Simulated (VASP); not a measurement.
# AlGa3N4 (lda) (Cm) in VASP: a series of runs

The runs below take AlGa3N4 (lda) through single point, with LDA.

Program: VASP 6.6.1. These are calculated values, not measurements. Logs are shortened: lines on timing, memory, paths and dates and some standing lists are left out, and cuts for length are marked.

### 1 The cell of the first run

Symmetry: Cm, No. 8, monoclinic system. The conventional cell has a = 10.383 Å, b = 3.132 Å, c = 5.419 Å, α = 90.00°, β = 100.08°, γ = 90.00°. Al (site symmetry m) has 4 N at 1.87 to 1.89 Å within 2.5 Å. Within 2.5 Å of Ga (site symmetry m) lie 4 N at 1.92 to 1.94 Å. Within 2.6 Å of Ga (site symmetry m) lie 4 N at 1.93 to 1.94 Å. Ga (site symmetry m) has 4 N at 1.92 to 1.93 Å within 2.5 Å. N (site symmetry m) has 1 Al at 1.88 Å and 3 Ga at 1.93 Å within 2.5 Å. N (site symmetry m) has 1 Al at 1.87 Å and 3 Ga at 1.93 Å within 2.5 Å. N (site symmetry m) has 2 Al at 1.89 Å and 2 Ga at 1.94 Å within 2.5 Å. Within 2.5 Å of N (site symmetry m) lie 4 Ga at 1.92 to 1.93 Å.

### 2 Single point, LDA

INCAR

```
SYSTEM = AlGa3N4
PREC = Accurate
ENCUT = 520
EDIFF = 1E-6
ISMEAR = 0
SIGMA = 0.02
LREAL = .False.
LASPH = .True.
NELM = 100
ALGO = Normal
ISIF = 2
LWAVE = .False.
LCHARG = .False.
NBANDS = 41
```

KPOINTS

```
Automatic mesh
0
Gamma
  10 10 6
  0 0 0
```

POSCAR

```
AlGa3N4
1.0
    0.0000000000     -2.2146118680     -2.2146118680
    2.2116949587      4.4283033789     -2.2136915109
    4.4234114116     -2.2140056839      2.2140056839
Al Ga N
1 3 4
Direct
    0.7502419561      0.5004839121      0.2506246944
    0.4989193682     -0.0021612636      0.4978466038
    0.2501939662      0.5003879323      0.7498384989
    0.0007472989      0.0014945979      0.0019001759
    0.8118465894      0.6236931787      0.9441410516
    0.5669150653      0.1338301307      0.1890739399
    0.3095692533      0.6191385065      0.4296132081
    0.0615665027      0.1231330053      0.6869618275
```

Potentials or basis: VASP PAW LDA potentials, release 64 (Al, Ga_d, N).

The run is started by

```sh
$ cat potpaw_LDA.64/Al/POTCAR potpaw_LDA.64/Ga_d/POTCAR potpaw_LDA.64/N/POTCAR > POTCAR
$ mpirun -np 1 vasp_std > vasp.out
```

OUTCAR:

```text
SYSTEM = AlGa3N4
   PREC = Accurate
   ENCUT = 520
   EDIFF = 1E-6
   ISMEAR = 0
   LREAL = .False.
   LASPH = .True.
   NELM = 100
   ISIF = 2

 ion  position               nearest neighbor table
   1  0.750  0.500  0.251-   6 1.87   5 1.88   7 1.89   7 1.89   2 3.11   2 3.11   4 3.12   4 3.12
                             3 3.13   3 3.13   4 3.13   3 3.13   3 3.13   2 3.13
   2  0.499  0.998  0.498-   8 1.92   8 1.92   6 1.93   7 1.94   1 3.11   1 3.11   1 3.13
   3  0.250  0.500  0.750-   8 1.93   5 1.93   5 1.93   7 1.94   1 3.13   1 3.13   1 3.13   1 3.13

   4  0.001  0.001  0.002-   8 1.92   6 1.93   6 1.93   5 1.93   1 3.12   1 3.12   1 3.13
   5  0.812  0.624  0.944-   1 1.88   4 1.93   3 1.93   3 1.93
   6  0.567  0.134  0.189-   1 1.87   4 1.93   4 1.93   2 1.93
   7  0.310  0.619  0.430-   1 1.89   1 1.89   2 1.94   3 1.94
   8  0.062  0.123  0.687-   4 1.92   2 1.92   2 1.92   3 1.93

  LATTYP: Found a base centered monoclinic cell.
 ALAT       =    10.3826090456
 B/A-ratio  =     0.3016519379
 C/A-ratio  =     0.5219717887
 COS(beta)  =    -0.1749553601

  Lattice vectors:

 A1 = (   2.2116949587,   2.2136915109,  -4.4283033789)
 A2 = (   2.2116949587,   4.4283033789,  -2.2136915109)
 A3 = (   4.4234114116,  -2.2140056839,   2.2140056839)

Analysis of symmetry for initial positions (statically):
=====================================================================
 Subroutine PRICEL returns:
 Original cell was already a primitive cell.

 Routine SETGRP: Setting up the symmetry group for a
 base centered monoclinic supercell.

 Subroutine GETGRP returns: Found  2 space group operations
 (whereof  2 operations were pure point group operations)
 out of a pool of  4 trial point group operations.

The static configuration has the point symmetry C_1h.

Analysis of symmetry for dynamics (positions and initial velocities):
=====================================================================
 Subroutine PRICEL returns:
 Original cell was already a primitive cell.

 Routine SETGRP: Setting up the symmetry group for a
 base centered monoclinic supercell.

 Subroutine GETGRP returns: Found  2 space group operations
 (whereof  2 operations were pure point group operations)
 out of a pool of  4 trial point group operations.

The dynamic configuration has the point symmetry C_1h.

 Subroutine INISYM returns: Found  2 space group operations
 (whereof  2 operations are pure point group operations),
 and found     1 'primitive' translations

----------------------------------------------------------------------------------------

                                     Primitive cell

  volume of cell :      86.7545

  direct lattice vectors                    reciprocal lattice vectors
     0.000000000 -2.214611868 -2.214611868     0.056517675 -0.169314233 -0.282232159
     2.211694959  4.428303379 -2.213691511     0.113035350  0.112917926 -0.112917926
     4.423411412 -2.214005684  2.214005684     0.169552460 -0.056458689  0.056458689

  length of vectors
     3.131934139  5.422351474  5.419429015     0.333940936  0.195647403  0.187411856

  position of ions in fractional coordinates (direct lattice)
     0.750241956  0.500483912  0.250624694
     0.498919368  0.997838736  0.497846604
     0.250193966  0.500387932  0.749838499
     0.000747299  0.001494598  0.001900176
     0.811846589  0.623693179  0.944141052
     0.566915065  0.133830131  0.189073940
     0.309569253  0.619138507  0.429613208
     0.061566503  0.123133005  0.686961827

  ion indices of the primitive-cell ions
   primitive index   ion index
                 1           1
                 2           2
                 3           3
                 4           4
                 5           5
                 6           6
                 7           7
                 8           8

----------------------------------------------------------------------------------------

 KPOINTS: Automatic mesh

Automatic generation of k-mesh.
 Grid dimensions read from file:
 generate k-points for:   10   10    6

 Generating k-lattice:

  Cartesian coordinates                     Fractional coordinates (reciprocal lattice)
     0.005651768 -0.016931423 -0.028223216     0.100000000  0.000000000  0.000000000
     0.011303535  0.011291793 -0.011291793     0.000000000  0.100000000  0.000000000
     0.028258743 -0.009409781  0.009409781     0.000000000 -0.000000000  0.166666667

  Length of vectors
     0.033394094  0.019564740  0.031235309

  Shift w.r.t. Gamma in fractional coordinates (k-lattice)
     0.000000000  0.000000000  0.000000000

 Subroutine IBZKPT returns following result:
 ===========================================

 Found    172 irreducible k-points:

 Following reciprocal coordinates:
            Coordinates               Weight
  0.000000  0.000000  0.000000      1.000000
  0.100000  0.000000  0.000000      4.000000
  0.200000  0.000000  0.000000      4.000000
  0.300000  0.000000  0.000000      4.000000
  0.400000  0.000000  0.000000      4.000000
  0.500000  0.000000  0.000000      2.000000
[... 16 lines left out ...]
  0.000000  0.300000 -0.000000      2.000000
  0.100000  0.300000  0.000000      4.000000
 [... further k-points ...]
   k-points           NKPTS =    172   k-points in BZ     NKDIM =    172   number of bands    NBANDS=     41
   number of dos      NEDOS =    301   number of ions     NIONS =      8
   total plane-waves  NPLWV =  38400
   dimension x,y,z NGX =    24 NGY =   40 NGZ =   40
   dimension x,y,z NGXF=    48 NGYF=   80 NGZF=   80
   ions per type =               1   3   4
   NGX,Y,Z   is equivalent  to a cutoff of  12.74, 12.26, 12.27 a.u.
   NGXF,Y,Z  is equivalent  to a cutoff of  25.48, 24.53, 24.54 a.u.
 SYSTEM =  AlGa3N4
   PREC   = accura    normal or accurate (medium, high low for compatibility)
   ISTART =      0    job   : 0-new  1-cont  2-samecut
   ICHARG =      2    charge: 1-file 2-atom 10-const
   ISPIN  =      1    spin polarized calculation?
   LNONCOLLINEAR =      F non collinear calculations
   LSORBIT =      F    spin-orbit coupling
   LASPH  =      T    aspherical Exc in radial PAW
   ENCUT  =  520.0 eV  38.22 Ry    6.18 a.u.   5.82 10.08 10.08*2*pi/ulx,y,z
   NELM   =    100;   NELMIN=  2; NELMDL= -5     # of ELM steps
   EDIFF  = 0.1E-05   stopping-criterion for ELM
   LREAL  =      F    real-space projection
   EDIFFG = 0.1E-04   stopping-criterion for IOM
   NSW    =      0    number of steps for IOM
   IBRION =     -1    ionic relax: 0-MD 1-quasi-New 2-CG
   NFREE  =      0    steps in history (QN), initial steepest desc. (CG)
   ISIF   =      2    stress and relaxation
   ISYM   =      2    0-nonsym 1-usesym 2-fastsym
   POTIM  = 0.5000    time-step for ionic-motion
   TEBEG  =    0.0;   TEEND  =   0.0 temperature during run
   PSTRESS=    0.0 pullay stress
   NELECT =      62.0000    total number of electrons
   NUPDOWN=      -1.0000    fix difference up-down
   EMIN   =  10.00;   EMAX   =-10.00  energy-range for DOS
   EFERMI =   0.00;   METHOD = LEGACY
   ISMEAR =     0;   SIGMA  =   0.02  broadening in eV -4-tet -1-fermi 0-gaus
   EFERMI_NEDOS =   21; number of points for ismear=-14 and -15
   IALGO  =     38    algorithm
   IMIX   =      4    mixing-type and parameters
     AMIX     =   0.40;   BMIX     =  1.00
     AMIX_MAG =   1.60;   BMIX_MAG =  1.00
  volume/ion in A,a.u.               =      10.84        73.18
  Fermi-wavevector in a.u.,A,eV,Ry     =   1.463664  2.765924 29.147926  2.142312
  Thomas-Fermi vector in A             =   2.579732
   LORBIT       =      0    0 simple, 1 ext, 2 COOP (PROOUT), +10 PAW based schemes
   GGA     = CA    functional components
   LHFCALC =     F    Hartree Fock is set to
   AEXX    =    0.0000 exact exchange contribution
   IVDW    =     0    specifies the selected vdW correction
   LEPSILON=     F    determine dielectric tensor
   LRPA    =     F    only Hartree local field effects (RPA)
 non-spin polarized calculation
 Gauss-broadening in eV      SIGMA  =   0.02
  energy-cutoff  :      520.00
  volume of cell :       86.75
 maximum number of plane-waves:      2358
   NGX = 11   NGY = 21   NGZ = 21

 number of electron      62.0000024 magnetization

 Free energy of the ion-electron system (eV)
  ---------------------------------------------------
  ext. energy  EPLUGINS =         0.00000000
  ---------------------------------------------------
  free energy    TOTEN  =       -58.19524933 eV

  energy without entropy =      -58.19524933  energy(sigma->0) =      -58.19524933

 E-fermi :   5.7247     XC(G=0): -12.0808

 val. band max:        5.5711136407   @ k =   0.0000   0.0000   0.0000
 cond. band min:       8.0475690366   @ k =   0.0000   0.0000   0.0000
 fundamental gap:      2.4764553959
 Fermi energy:         5.7246564563

 k-point     1 :       0.0000    0.0000    0.0000
  band No.  band energies     occupation
      1     -10.3059      2.00000
      2      -9.3377      2.00000
      3      -9.0937      2.00000
      4      -8.8989      2.00000
      5      -7.8356      2.00000
      6      -7.8299      2.00000
[... 33 lines left out ...]
     40      15.9945      0.00000
     41      16.4057      0.00000

 k-point     2 :       0.1000    0.0000    0.0000
  band No.  band energies     occupation
      1     -10.2137      2.00000
      2      -9.3226      2.00000
      3      -9.0830      2.00000
      4      -8.8855      2.00000
      5      -7.8224      2.00000
      6      -7.8178      2.00000
[... 33 lines left out ...]
     40      15.8472      0.00000
     41      15.9579      0.00000

 k-point     3 :       0.2000    0.0000    0.0000
  band No.  band energies     occupation
      1      -9.9643      2.00000
      2      -9.2852      2.00000
      3      -9.0589      2.00000
      4      -8.8523      2.00000
      5      -7.7946      2.00000
      6      -7.7746      2.00000
[... 875 lines left out ...]
      2      -9.4089      2.00000
      3      -9.1856      2.00000
      4      -8.8927      2.00000
      5      -7.8205      2.00000
      6      -7.8087      2.00000
[... 33 lines left out ...]
     40      16.1489      0.00000
     41      16.1690      0.00000

 k-point    24 :       0.1000    0.3000    0.0000
  band No.  band energies     occupation
      1      -9.8929      2.00000
      2      -9.4101      2.00000
      3      -9.1862      2.00000
      4      -8.8825      2.00000
      5      -7.8079      2.00000
      6      -7.7932      2.00000
[... 33 lines left out ...]
     40      15.9564      0.00000
     41      16.3097      0.00000

 [... further k-points ...]
[... 5 lines left out ...]
  --------------------------------------------------------------------------------------
  -------------------------------------------------------------------------------------
  Total        0.5555305      0.5553086      0.5553086      0.0000924     -0.0004418     -0.0000924
  in kB       10.2595049     10.2554074     10.2554074      0.0017070     -0.0081595     -0.0017072
  external PRESSURE =      10.2567732 kB  Pullay stress =       0.0000000 kB

 VOLUME and BASIS-vectors are now :
 -----------------------------------------------------------------------------
  energy-cutoff  :      520.00
  volume of cell :       86.75
      direct lattice vectors                 reciprocal lattice vectors
     0.000000000 -2.214611868 -2.214611868     0.056517675 -0.169314233 -0.282232159
     2.211694959  4.428303379 -2.213691511     0.113035350  0.112917926 -0.112917926
     4.423411412 -2.214005684  2.214005684     0.169552460 -0.056458689  0.056458689

 POSITION                                       TOTAL-FORCE (eV/Angst)
 -----------------------------------------------------------------------------------
      2.21553     -0.00008     -2.21453        -0.000466      0.000154     -0.000154
      4.40910      2.21158     -2.21158        -0.001480     -0.000045      0.000045
      4.42355      0.00164     -0.00164        -0.000766      0.000662     -0.000662
      0.01171      0.00076     -0.00076         0.000477     -0.000989      0.000989
      5.55574     -1.12636     -1.08826         0.017286     -0.015594      0.015594
      1.13234     -1.08147     -1.13314         0.016979      0.016393     -0.016393
      3.26970      1.10499     -1.10499        -0.031387     -0.000553      0.000553
      3.31105     -1.11201      1.11201        -0.000643     -0.000028      0.000028
 -----------------------------------------------------------------------------------
    total drift:                               -0.000362     -0.000343      0.000341

  FREE ENERGIE OF THE ION-ELECTRON SYSTEM (eV)
  ---------------------------------------------------
  free  energy   TOTEN  =       -58.1952493290 eV

  energy  without entropy=      -58.1952493290  energy(sigma->0) =      -58.19524933
```

Run time: 3.4 min. Hardware: 1 thread of Intel Xeon 6975P-C (Granite Rapids), shared host; peak memory 0.52 GiB.

Results:

- Free energy: -58.1952 eV
- Pressure: 1.0 GPa
- Largest force: 0.031 eV/Å
- Band gap on the k mesh: 2.48 eV, direct

Forces on the atoms (eV/Å):
```
Al   0.000  0.000  0.000
Ga  -0.001  0.000  0.000
Ga  -0.001  0.001 -0.001
Ga   0.000 -0.001  0.001
N    0.017 -0.016  0.016
N    0.017  0.016 -0.016
N   -0.031 -0.001  0.001
N   -0.001  0.000  0.000
```

A k mesh can miss the band edges. A hybrid or GW would open this gap; LDA tends to underestimate it.

### 3 Single point, LDA

This run uses another cell than the first one, of 11.16 Å³/atom, 1.030 times its volume.

INCAR

```
SYSTEM = AlGa3N4
ALGO = Normal
EDIFF = 1E-6
ENCUT = 520
ISIF = 2
ISMEAR = 0
LASPH = .TRUE.
LCHARG = .FALSE.
LREAL = .FALSE.
LWAVE = .FALSE.
NBANDS = 41
NELM = 100
PREC = Accurate
SIGMA = 0.1
```

KPOINTS

```
k-points
0
G
  6 6 4
  0 0 0
```

POSCAR

```
AlGa3N4
1.0
    0.0000000000     -2.2350000000     -2.2350000000
    2.2350000000      4.4700000000     -2.2350000000
    4.4700000000     -2.2350000000      2.2350000000
Al Ga N
1 3 4
Direct
    0.7500000000      0.5000000000      0.2500000000
    0.5000000000      0.0000000000      0.5000000000
    0.2500000000      0.5000000000      0.7500000000
    0.0000000000      0.0000000000      0.0000000000
    0.8125000000      0.6250000000      0.9375000000
    0.5625000000      0.1250000000      0.1875000000
    0.3125000000      0.6250000000      0.4375000000
    0.0625000000      0.1250000000      0.6875000000
```

Potentials or basis: VASP PAW LDA potentials, release 64 (Al, Ga_d, N).

The run is started by

```sh
$ cat potpaw_LDA.64/Al/POTCAR potpaw_LDA.64/Ga_d/POTCAR potpaw_LDA.64/N/POTCAR > POTCAR
$ mpirun -np 1 vasp_std > vasp.out
```

OUTCAR:

```text
SYSTEM = AlGa3N4
   EDIFF = 1E-6
   ENCUT = 520
   ISIF = 2
   ISMEAR = 0
   LASPH = .TRUE.
   LREAL = .FALSE.
   NELM = 100
   PREC = Accurate

 ion  position               nearest neighbor table
   1  0.750  0.500  0.250-   7 1.94   5 1.94   6 1.94   7 1.94
   2  0.500  0.000  0.500-   8 1.94   6 1.94   7 1.94   8 1.94
   3  0.250  0.500  0.750-   5 1.94   7 1.94   5 1.94   8 1.94
   4  0.000  0.000  0.000-   6 1.94   8 1.94   6 1.94   5 1.94
   5  0.812  0.625  0.938-   3 1.94   1 1.94   4 1.94   3 1.94
   6  0.562  0.125  0.188-   4 1.94   2 1.94   4 1.94   1 1.94
   7  0.312  0.625  0.438-   1 1.94   3 1.94   1 1.94   2 1.94
   8  0.062  0.125  0.688-   2 1.94   4 1.94   2 1.94   3 1.94

  LATTYP: Found a base centered monoclinic cell.
 ALAT       =    10.4830792232
[... 1269 lines left out ...]
  external PRESSURE =     -44.4699529 kB  Pullay stress =       0.0000000 kB

 VOLUME and BASIS-vectors are now :
 -----------------------------------------------------------------------------
  energy-cutoff  :      520.00
  volume of cell :       89.31
      direct lattice vectors                 reciprocal lattice vectors
     0.000000000 -2.235000000 -2.235000000     0.055928412 -0.167785235 -0.279642058
     2.235000000  4.470000000 -2.235000000     0.111856823  0.111856823 -0.111856823
     4.470000000 -2.235000000  2.235000000     0.167785235 -0.055928412  0.055928412

 POSITION                                       TOTAL-FORCE (eV/Angst)
 -----------------------------------------------------------------------------------
      2.23500     -0.00000     -2.23500         0.053147      0.007967     -0.007967
      2.23500     -2.23500      0.00000        -0.012532     -0.022369      0.022369
      4.47000      0.00000      0.00000         0.002758      0.025915     -0.025915
      0.00000      0.00000      0.00000        -0.024330     -0.012728      0.012728
      5.58750     -1.11750     -1.11750         0.500202     -0.498090      0.498090
      1.11750     -1.11750     -1.11750         0.492609      0.503130     -0.503130
      3.35250      1.11750     -1.11750        -1.020835     -0.005749      0.005749
      3.35250     -1.11750      1.11750         0.008981      0.001925     -0.001925
 -----------------------------------------------------------------------------------
    total drift:                               -0.000148      0.000083     -0.000039

  FREE ENERGIE OF THE ION-ELECTRON SYSTEM (eV)
  ---------------------------------------------------
  free  energy   TOTEN  =       -58.1006132908 eV

  energy  without entropy=      -58.1006132908  energy(sigma->0) =      -58.10061329
```

OSZICAR:

```text
N       E                     dE             d eps       ncg     rms          rms(c)
DAV:   1     0.601381759503E+03    0.60138E+03   -0.28787E+04  4527   0.257E+03
DAV:   2     0.407357143172E+02   -0.56065E+03   -0.52302E+03  4126   0.617E+02
DAV:   3    -0.600015312339E+02   -0.10074E+03   -0.97661E+02  4337   0.188E+02
DAV:   4    -0.665838298591E+02   -0.65823E+01   -0.65210E+01  5230   0.508E+01
DAV:   5    -0.667384093802E+02   -0.15458E+00   -0.15438E+00  4610   0.762E+00    0.156E+01
DAV:   6    -0.580542164431E+02    0.86842E+01   -0.26617E+01  6924   0.586E+01    0.457E+00
DAV:   7    -0.582297411917E+02   -0.17552E+00   -0.38812E+00  4493   0.102E+01    0.378E+00
DAV:   8    -0.581418843756E+02    0.87857E-01   -0.60302E-01  6204   0.759E+00    0.115E+00
DAV:   9    -0.580992981648E+02    0.42586E-01   -0.18612E-01  6083   0.563E+00    0.410E-01
DAV:  10    -0.581006168039E+02   -0.13186E-02   -0.15048E-02  4537   0.799E-01    0.227E-01
DAV:  11    -0.581006636701E+02   -0.46866E-04   -0.97373E-04  5954   0.791E-01    0.711E-02
DAV:  12    -0.581006179801E+02    0.45690E-04   -0.23237E-04  5560   0.409E-01    0.303E-02
DAV:  13    -0.581006127785E+02    0.52016E-05   -0.14398E-04  5950   0.998E-02    0.115E-02
DAV:  14    -0.581006133926E+02   -0.61413E-06   -0.14010E-05  4857   0.502E-02    0.611E-03
DAV:  15    -0.581006132908E+02    0.10183E-06   -0.11218E-06  3361   0.251E-02
   1 F= -.58100613E+02 E0= -.58100613E+02  d E =-.435959E-13
```

It took 66 s on 1 thread of Intel Xeon 6975P-C (Granite Rapids), shared host; peak memory 0.26 GiB.

What came out:

* Free energy: -58.1006 eV
* Pressure: -4.4 GPa
* Largest force: 1.021 eV/Å
* Band gap on the k mesh: 2.28 eV, direct

Forces in eV/Å, atoms in the order of the input:
```
Al   0.053  0.008 -0.008
Ga  -0.013 -0.022  0.022
Ga   0.003  0.026 -0.026
Ga  -0.024 -0.013  0.013
N    0.500 -0.498  0.498
N    0.493  0.503 -0.503
N   -1.021 -0.006  0.006
N    0.009  0.002 -0.002
```

Levels at points of the mesh, in eV from the valence-band top:
```csv
k point,band 29,band 30,band 31,band 32,band 33,band 34
"(0.00, 0.00, 0.00)",-0.03,-0.01,0.00,2.28,5.07,5.40
"(0.50, 0.00, 0.00)",-2.47,-1.49,-1.40,5.50,5.71,6.31
"(0.00, 0.50, 0.00)",-0.59,-0.35,-0.35,3.23,4.36,4.59
"(0.00, 0.00, 0.50)",-0.94,-0.72,-0.65,4.64,4.81,6.14
"(0.50, 0.00, 0.50)",-1.73,-0.91,-0.89,3.21,5.00,5.37
"(0.00, 0.50, 0.50)",-1.53,-0.60,-0.44,4.87,4.98,5.34
```

Caveat: forces of over 1 eV/Å act on the atoms, so gaps and moduli don't describe the material at rest.
